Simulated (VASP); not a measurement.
# H18CO9 in VASP: a series of runs

The runs below take H18CO9 through single point, with PBE+D3(BJ).

Everything below comes from runs of VASP 6.6.1. Logs are shortened: lines on timing, memory, paths and dates and some standing lists are left out, and cuts for length are marked.

**1. The cell of the first run**

The cell holds an amorphous packing of atoms, 28 atoms: a = 6.918 Å, b = 6.918 Å, c = 6.918 Å, α = 90.00°, β = 90.00°, γ = 90.00°.

**2. Single point, PBE+D3(BJ)**

Contents of INCAR:

```
ALGO = Normal
EDIFF = 1E-6
ENCUT = 520
GGA = PE
ISIF = 2
ISMEAR = -1
IVDW = 12
LASPH = True
LCHARG = False
LREAL = Auto
LWAVE = False
NBANDS = 58
NELM = 60
PREC = Accurate
SIGMA = 0.05
```

Contents of KPOINTS:

```
k-points
0
Gamma
  1 1 1
```

Contents of POSCAR:

```
H18CO9
1.0
    6.9180930000      0.0000000000      0.0000000000
    0.0000000000      6.9180930000      0.0000000000
    0.0000000000      0.0000000000      6.9180930000
O H C
9 18 1
Direct
    0.7050931521      0.2349780496      0.5528113022
    0.2036399337      0.8949576133      0.4412776758
    0.9792727562      1.0502316173      0.1070526227
    0.2952403213      0.2806698320      0.3827499862
    0.4518297167      0.4486785593      0.7259081368
    0.6650676711      0.8371237565      0.2799181798
    0.8836828299      0.5162549853      0.2831705211
    0.8556115103      0.9368188603      0.7157608318
    0.2316678888      0.6926186161      1.0120563571
    0.6422723719      0.1988842879      0.4304943573
    0.7741439729      0.3550255829      0.5346993745
    0.0657695697      0.9178974610      0.4200290456
    0.2371462772      0.7742596117      0.3462659435
    1.0055083099      0.9716695049     -0.0035703481
    0.8603382464      1.1387531217      0.0867724675
    0.1995781207      0.3176887041      0.2864517722
    0.3036819540      0.1535538768      0.3534644591
    0.4829365549      0.3973638400      0.6007724961
    0.4258109858      0.3356560833      0.8070432126
    0.7231328055      0.7579834501      0.3842966552
    0.7621609019      0.9101930257      0.2443592476
    0.8138803569      0.5740310227      0.1663897840
    1.0050023901      0.5978815260      0.3091747972
    0.8324114752      1.0566206612      0.6316769665
    0.9697759195      0.8779442543      0.6661228752
    0.2563134089      0.8987447841      0.8172483371
    0.4854372440      0.7437887869      0.8668862937
    0.3339070463      0.7942795796      0.9041508982
```

Potentials or basis: VASP PAW PBE potentials, release 64 (O, H, C).

The run is started by

```
> cat potpaw_PBE.64/O/POTCAR potpaw_PBE.64/H/POTCAR potpaw_PBE.64/C/POTCAR > POTCAR
> mpirun -np 1 vasp_gam > vasp.out
```

OUTCAR:

```text
EDIFF = 1E-6
   ENCUT = 520
   GGA = PE
   ISIF = 2
   ISMEAR = -1
   IVDW = 12
   LASPH = True
   LREAL = Auto
   NELM = 60
   PREC = Accurate
 IVDW          = 12

 ion  position               nearest neighbor table
   1  0.705  0.235  0.553-  11 0.97  10 0.98
   2  0.204  0.895  0.441-  12 0.98  13 1.09
   3  0.979  0.050  0.107-  14 0.96  15 1.04
   4  0.295  0.281  0.383-  17 0.90  16 0.97
   5  0.452  0.449  0.726-  18 0.96  19 0.98
   6  0.665  0.837  0.280-  21 0.88  20 0.99
   7  0.884  0.516  0.283-  22 1.02  23 1.03
   8  0.856  0.937  0.716-  25 0.95  24 1.03
   9  0.232  0.693  0.012-  28 1.25
  10  0.642  0.199  0.430-   1 0.98
  11  0.774  0.355  0.535-   1 0.97
  12  0.066  0.918  0.420-   2 0.98
  13  0.237  0.774  0.346-   2 1.09
  14  0.006  0.972  0.996-   3 0.96
[... 11 lines left out ...]
  26  0.256  0.899  0.817-  28 1.08
  27  0.485  0.744  0.867-  28 1.13
  28  0.334  0.794  0.904-  26 1.08  27 1.13   9 1.25

  LATTYP: Found a simple cubic cell.
 ALAT       =     6.9180930000

  Lattice vectors:

 A1 = (   6.9180930000,   0.0000000000,   0.0000000000)
 A2 = (   0.0000000000,   6.9180930000,   0.0000000000)
 A3 = (   0.0000000000,   0.0000000000,   6.9180930000)

Analysis of symmetry for initial positions (statically):
=====================================================================
 Subroutine PRICEL returns:
 Original cell was already a primitive cell.

 Routine SETGRP: Setting up the symmetry group for a
 simple cubic supercell.

 Subroutine GETGRP returns: Found  1 space group operations
 (whereof  1 operations were pure point group operations)
 out of a pool of 48 trial point group operations.

The static configuration has the point symmetry C_1 .

Analysis of symmetry for dynamics (positions and initial velocities):
=====================================================================
 Subroutine PRICEL returns:
 Original cell was already a primitive cell.

 Routine SETGRP: Setting up the symmetry group for a
 simple cubic supercell.

 Subroutine GETGRP returns: Found  1 space group operations
 (whereof  1 operations were pure point group operations)
 out of a pool of 48 trial point group operations.

The dynamic configuration has the point symmetry C_1 .

 Subroutine INISYM returns: Found  1 space group operations
 (whereof  1 operations are pure point group operations),
 and found     1 'primitive' translations

----------------------------------------------------------------------------------------

                                     Primitive cell

  volume of cell :     331.1000

  direct lattice vectors                    reciprocal lattice vectors
     6.918093000  0.000000000  0.000000000     0.144548505  0.000000000  0.000000000
     0.000000000  6.918093000  0.000000000     0.000000000  0.144548505  0.000000000
     0.000000000  0.000000000  6.918093000     0.000000000  0.000000000  0.144548505

  length of vectors
     6.918093000  6.918093000  6.918093000     0.144548505  0.144548505  0.144548505

  position of ions in fractional coordinates (direct lattice)
     0.705093152  0.234978050  0.552811302
     0.203639934  0.894957613  0.441277676
     0.979272756  0.050231617  0.107052623
     0.295240321  0.280669832  0.382749986
     0.451829717  0.448678559  0.725908137
     0.665067671  0.837123756  0.279918180
[... 20 lines left out ...]
     0.485437244  0.743788787  0.866886294
     0.333907046  0.794279580  0.904150898

  ion indices of the primitive-cell ions
   primitive index   ion index
                 1           1
                 2           2
                 3           3
                 4           4
                 5           5
                 6           6
[... 20 lines left out ...]
                27          27
                28          28

----------------------------------------------------------------------------------------

 KPOINTS: k-points

Automatic generation of k-mesh.
 Grid dimensions read from file:
 generate k-points for:    1    1    1

 Generating k-lattice:

  Cartesian coordinates                     Fractional coordinates (reciprocal lattice)
     0.144548505  0.000000000  0.000000000     1.000000000  0.000000000  0.000000000
     0.000000000  0.144548505  0.000000000     0.000000000  1.000000000  0.000000000
     0.000000000  0.000000000  0.144548505     0.000000000  0.000000000  1.000000000

  Length of vectors
     0.144548505  0.144548505  0.144548505

  Shift w.r.t. Gamma in fractional coordinates (k-lattice)
     0.000000000  0.000000000  0.000000000

 Subroutine IBZKPT returns following result:
 ===========================================

 Found      1 irreducible k-points:

 Following reciprocal coordinates:
            Coordinates               Weight
  0.000000  0.000000  0.000000      1.000000
   k-points           NKPTS =      1   k-points in BZ     NKDIM =      1   number of bands    NBANDS=     58
   number of dos      NEDOS =    301   number of ions     NIONS =     28
   total plane-waves  NPLWV = 157464
   dimension x,y,z NGX =    54 NGY =   54 NGZ =   54
   dimension x,y,z NGXF=   108 NGYF=  108 NGZF=  108
   ions per type =               9  18   1
   NGX,Y,Z   is equivalent  to a cutoff of  12.98, 12.98, 12.98 a.u.
   NGXF,Y,Z  is equivalent  to a cutoff of  25.95, 25.95, 25.95 a.u.
 SYSTEM =  unknown system
   PREC   = accura    normal or accurate (medium, high low for compatibility)
   ISTART =      0    job   : 0-new  1-cont  2-samecut
   ICHARG =      2    charge: 1-file 2-atom 10-const
   ISPIN  =      1    spin polarized calculation?
   LNONCOLLINEAR =      F non collinear calculations
   LSORBIT =      F    spin-orbit coupling
   LASPH  =      T    aspherical Exc in radial PAW
   ENCUT  =  520.0 eV  38.22 Ry    6.18 a.u.  12.86 12.86 12.86*2*pi/ulx,y,z
   NELM   =     60;   NELMIN=  2; NELMDL= -5     # of ELM steps
   EDIFF  = 0.1E-05   stopping-criterion for ELM
   LREAL  =      T    real-space projection
   EDIFFG = 0.1E-04   stopping-criterion for IOM
   NSW    =      0    number of steps for IOM
   IBRION =     -1    ionic relax: 0-MD 1-quasi-New 2-CG
   NFREE  =      0    steps in history (QN), initial steepest desc. (CG)
   ISIF   =      2    stress and relaxation
   ISYM   =      2    0-nonsym 1-usesym 2-fastsym
   POTIM  = 0.5000    time-step for ionic-motion
   TEBEG  =    0.0;   TEEND  =   0.0 temperature during run
   PSTRESS=    0.0 pullay stress
   NELECT =      76.0000    total number of electrons
   NUPDOWN=      -1.0000    fix difference up-down
   EMIN   =  10.00;   EMAX   =-10.00  energy-range for DOS
   EFERMI =   0.00;   METHOD = LEGACY
   ISMEAR =    -1;   SIGMA  =   0.05  broadening in eV -4-tet -1-fermi 0-gaus
   EFERMI_NEDOS =   21; number of points for ismear=-14 and -15
   IALGO  =     38    algorithm
   IMIX   =      4    mixing-type and parameters
     AMIX     =   0.40;   BMIX     =  1.00
     AMIX_MAG =   1.60;   BMIX_MAG =  1.00
  volume/ion in A,a.u.               =      11.83        79.80
  Fermi-wavevector in a.u.,A,eV,Ry     =   1.002366  1.894197 13.670283  1.004737
  Thomas-Fermi vector in A             =   2.134848
   LORBIT       =      0    0 simple, 1 ext, 2 COOP (PROOUT), +10 PAW based schemes
   GGA     = PE    functional components
   LHFCALC =     F    Hartree Fock is set to
   AEXX    =    0.0000 exact exchange contribution
   IVDW    =    12    specifies the selected vdW correction
   LEPSILON=     F    determine dielectric tensor
   LRPA    =     F    only Hartree local field effects (RPA)
 non-spin polarized calculation
  energy-cutoff  :      520.00
  volume of cell :      331.10
 maximum number of plane-waves:      4463
 NGX is ok and might be reduce to    50
   NGX = 25   NGY = 25   NGZ = 25

 number of electron      75.9999986 magnetization

 Free energy of the ion-electron system (eV)
  ---------------------------------------------------
  ext. energy  EPLUGINS =         0.00000000
  ---------------------------------------------------
  free energy    TOTEN  =      -136.02456436 eV

  energy without entropy =     -136.02456436  energy(sigma->0) =     -136.02456436

 E-fermi :  -1.8929     XC(G=0):  -6.3176

 val. band max:       -3.1408064824   @ k =   0.0000   0.0000   0.0000
 cond. band min:       0.1476197091   @ k =   0.0000   0.0000   0.0000
 fundamental gap:      3.2884261915
 Fermi energy:        -1.8929384114

 k-point     1 :       0.0000    0.0000    0.0000
  band No.  band energies     occupation
      1     -23.2616      2.00000
      2     -23.2107      2.00000
      3     -23.0649      2.00000
      4     -22.6978      2.00000
      5     -22.4517      2.00000
      6     -22.3920      2.00000
[... 42 lines left out ...]
     49       5.2197      0.00000
     50       5.4724      0.00000
 [bands above 50 left out]

------------------------ aborting loop because EDIFF is reached ----------------------------------------

 Edisp (eV)   -0.86943

 E8    (eV) :    -0.1820

  FORCE on cell =-STRESS in cart. coord.  units (eV):
  Direction    XX          YY          ZZ          XY          YZ          ZX
  --------------------------------------------------------------------------------------
  -------------------------------------------------------------------------------------
  Total      -0.47782     4.35182    -1.12617     1.66629    -0.47223    -2.94352
  in kB      -2.31217    21.05825    -5.44946     8.06312    -2.28511   -14.24356
  external pressure =        4.43 kB  Pullay stress =        0.00 kB

 VOLUME and BASIS-vectors are now :
 -----------------------------------------------------------------------------
  energy-cutoff  :      520.00
  volume of cell :      331.10
      direct lattice vectors                 reciprocal lattice vectors
     6.918093000  0.000000000  0.000000000     0.144548505  0.000000000  0.000000000
     0.000000000  6.918093000  0.000000000     0.000000000  0.144548505  0.000000000
     0.000000000  0.000000000  6.918093000     0.000000000  0.000000000  0.144548505

 POSITION                                       TOTAL-FORCE (eV/Angst)
 -----------------------------------------------------------------------------------
      4.87790      1.62560      3.82440        -0.027616     -0.827012     -0.491076
      1.40880      6.19140      3.05280         0.623257     -3.108567     -1.768168
      6.77470      0.34751      0.74060        -1.805977      2.169282      1.622230
      2.04250      1.94170      2.64790        -0.325019      4.203076      0.195582
      3.12580      3.10400      5.02190        -0.445676      0.588717      1.294408
      4.60100      5.79130      1.93650        -5.142612     -4.141763      2.684076
[... 20 lines left out ...]
      3.35830      5.14560      5.99720        -0.583517      0.850862      0.409276
      2.31000      5.49490      6.25500        -0.350673     -2.814920      0.287463
 -----------------------------------------------------------------------------------
    total drift:                               -0.002124      0.001293     -0.000076

  FREE ENERGIE OF THE ION-ELECTRON SYSTEM (eV)
  ---------------------------------------------------
  free  energy   TOTEN  =      -136.8939901530 eV

  energy  without entropy=     -136.8939901530  energy(sigma->0) =     -136.89399015
```

It took 39 s on 1 thread of Intel Xeon Platinum 8375C at 2.90GHz (Ice Lake), shared host; peak memory 0.35 GiB.

Results:

```
Free energy                : -136.8940 eV
Pressure                   : 0.4 GPa
Largest force              : 7.230 eV/Å
Band gap on the k mesh     : 3.29 eV
Dispersion energy per atom : -0.031 eV
```

Forces on the atoms (eV/Å):
```
O   -0.028 -0.827 -0.491
O    0.623 -3.109 -1.768
O   -1.806  2.169  1.622
O   -0.325  4.203  0.196
O   -0.446  0.589  1.294
O   -5.143 -4.142  2.684
O    0.963  1.096 -0.614
O   -0.625  0.839 -0.206
O    0.704  1.006  0.050
H    0.301  0.277  0.284
H    0.200  0.357 -0.557
H    0.251  0.164 -0.496
H   -0.588  2.919  2.014
H   -0.616 -0.258 -1.116
H    2.242 -1.603 -0.411
H   -0.090  0.478 -0.015
H    0.399 -4.759 -0.438
H   -0.157 -0.451 -0.392
H    0.070  0.348 -0.381
H   -0.699  0.286 -0.403
H    5.430  4.126 -2.400
H    1.154 -0.358  1.580
H   -1.880 -1.135 -0.855
H   -0.196 -0.764  0.858
H    0.956 -0.575 -0.252
H    0.238  1.086 -0.486
H   -0.584  0.851  0.409
C   -0.351 -2.815  0.287
```

Caveat: the k points lie up to 0.91 Å⁻¹ apart.

**3. Single point, PBE+D3(BJ)**

Contents of INCAR:

```
SYSTEM = H18CO9
PREC = Accurate ; ENCUT = 520
EDIFF = 1E-6 ; ISMEAR = -1
SIGMA = 0.05 ; LREAL = Auto
LASPH = .True. ; NELM = 100
ALGO = Normal ; ISIF = 2
LWAVE = .False. ; LCHARG = .False.
GGA = PE ; IVDW = 12
NBANDS = 58
```

Contents of KPOINTS:

```
regular mesh
0
Gamma
  1 1 1
  0 0 0
```

Contents of POSCAR:

```
H18CO9
1.0
    6.9180930000      0.0000000000      0.0000000000
    0.0000000000      6.9180930000      0.0000000000
    0.0000000000      0.0000000000      6.9180930000
O H C
9 18 1
Direct
    0.6658193233      0.1522818499      0.5007304759
    0.2402251603      0.8158462166      0.4481581846
    1.0965594131      1.1184585116      0.1419755415
    0.3319411867      0.2471923983      0.3957304419
    0.5271683974      0.4174271725      0.7931954659
    0.6237412536      0.8473867004      0.2506615624
    0.9001469046      0.5003112852      0.3200592996
    0.7957828841      0.8830612714      0.7362144452
    0.2307716881      0.6880942479      0.9588046879
    0.6267767722      0.0906463674      0.3685842327
    0.8019261956      0.2213760353      0.4823149963
    0.2589441917      0.7195769123      0.3356705381
    0.3620506403      0.8329896693      0.4952954521
    0.9802845958      1.1458649081      0.0519940972
    1.1691805820      1.0406335966      0.0455616887
    0.2397915148      0.2292539288      0.3003717932
    0.2948355855      0.1747157779      0.5115427040
    0.6387164787      0.3614290817      0.8593408617
    0.5890496124      0.4308268189      0.6697365878
    0.7104269919      0.7298687659      0.2881574445
    0.7220920563      0.8833792781      0.1535683316
    0.8235651067      0.4008908235      0.2633673760
    0.9888274124      0.5301605515      0.2150737205
    0.7833517127      0.9899838004      0.6395982245
    0.9134598219      0.8005529848      0.6847840872
    0.3081918673      0.8982677741      0.7617272563
    0.3809864944      0.9145439357      1.0212351872
    0.3278215543      0.8228423642      0.9094413735
```

Potentials or basis: VASP PAW PBE potentials, release 64 (O, H, C).

The run is started by

```
> cat potpaw_PBE.64/O/POTCAR potpaw_PBE.64/H/POTCAR potpaw_PBE.64/C/POTCAR > POTCAR
> mpirun -np 1 vasp_gam > vasp.out
```

OUTCAR:

```text
SYSTEM = H18CO9
   PREC = Accurate
   ENCUT = 520
   EDIFF = 1E-6
   ISMEAR = -1
   LREAL = Auto
   LASPH = .True.
   NELM = 100
   ISIF = 2
   GGA = PE
   IVDW = 12
 IVDW          = 12

 ion  position               nearest neighbor table
   1  0.666  0.152  0.501-  10 1.04  11 1.06
   2  0.240  0.816  0.448-  13 0.91  12 1.03
   3  0.097  0.118  0.142-  15 0.99  14 1.03
   4  0.332  0.247  0.396-  16 0.93  17 0.98
[... 306 lines left out ...]
  -------------------------------------------------------------------------------------
  Total      -0.39487    -0.44430    -0.25882     3.43974    -0.65725     4.15148
  in kB      -1.91077    -2.14992    -1.25243    16.64474    -3.18041    20.08883
  external pressure =       -1.77 kB  Pullay stress =        0.00 kB

 VOLUME and BASIS-vectors are now :
 -----------------------------------------------------------------------------
  energy-cutoff  :      520.00
  volume of cell :      331.10
      direct lattice vectors                 reciprocal lattice vectors
     6.918093000  0.000000000  0.000000000     0.144548505  0.000000000  0.000000000
     0.000000000  6.918093000  0.000000000     0.000000000  0.144548505  0.000000000
     0.000000000  0.000000000  6.918093000     0.000000000  0.000000000  0.144548505

 POSITION                                       TOTAL-FORCE (eV/Angst)
 -----------------------------------------------------------------------------------
      4.60620      1.05350      3.46410         3.103411      1.038351     -1.724652
      1.66190      5.64410      3.10040        -3.443221     -2.112289     -2.915340
      0.66801      0.81951      0.98220        -2.325355     -0.206340     -2.982946
      2.29640      1.71010      2.73770         2.127240      0.893917      2.316293
      3.64700      2.88780      5.48740         0.520247     -0.142203      0.872879
      4.31510      5.86230      1.73410         2.531716     -1.871760     -0.441588
[... 20 lines left out ...]
      2.63570      6.32690      0.14691         1.679858      0.679038      0.859092
      2.26790      5.69250      6.29160        -1.486655      2.092210     -1.448845
 -----------------------------------------------------------------------------------
    total drift:                                0.000847     -0.000708     -0.000124

  FREE ENERGIE OF THE ION-ELECTRON SYSTEM (eV)
  ---------------------------------------------------
  free  energy   TOTEN  =      -136.1763035356 eV

  energy  without entropy=     -136.1763035356  energy(sigma->0) =     -136.17630354
```

stdout:

```text
POSCAR found type information on POSCAR O H C
 POSCAR found :  3 types and      28 ions
 scaLAPACK will be used
 LDA part: xc-table for (Slater+PW92), standard interpolation
 POSCAR, INCAR and KPOINTS ok, starting setup
 FFT: planning ... GRIDC
 FFT: planning ... GRID_SOFT
 FFT: planning ... GRID
 WAVECAR not read
 entering main loop
```

It took 36 s on 1 thread of Intel Xeon Platinum 8375C at 2.90GHz (Ice Lake), shared host; peak memory 0.35 GiB.

Results:

* Free energy: -136.1763 eV
* Pressure: -0.2 GPa
* Largest force: 4.982 eV/Å
* Band gap on the k mesh: 3.06 eV
* Dispersion energy per atom: -0.031 eV

Forces on the atoms (eV/Å):
```
O    3.103  1.038 -1.725
O   -3.443 -2.112 -2.915
O   -2.325 -0.206 -2.983
O    2.127  0.894  2.316
O    0.520 -0.142  0.873
O    2.532 -1.872 -0.442
O    0.211  0.868  0.093
O    2.689 -1.458 -0.645
O   -0.761 -1.978  0.268
H    0.665  0.671  2.092
H   -2.692 -1.446  0.038
H   -0.237  1.496  1.717
H    3.595  0.387  1.143
H    1.503 -0.176  1.470
H   -0.046  0.347  0.944
H   -2.130 -0.602 -1.626
H    0.018  0.304 -0.648
H   -0.392 -0.043  0.459
H   -0.331  0.125 -1.212
H   -1.564  1.050  0.440
H   -0.728  0.583 -0.363
H   -0.915 -0.775 -0.301
H    0.468  0.180  0.041
H   -0.469 -0.487  0.110
H   -2.232  1.603  0.958
H    0.640 -1.020  0.484
H    1.680  0.679  0.859
C   -1.487  2.092 -1.449
```

Levels at points of the mesh, in eV from the valence-band top:
```
           k point  band 34  band 35  band 36  band 37  band 38  band 39  band 40  band 41  band 42  band 43
(0.00, 0.00, 0.00)    -0.78    -0.56    -0.52    -0.24     0.00     3.06     3.36     5.93     6.37     6.60
```

Caveat: the k points lie up to 0.91 Å⁻¹ apart.

[end of part 1 of 2]
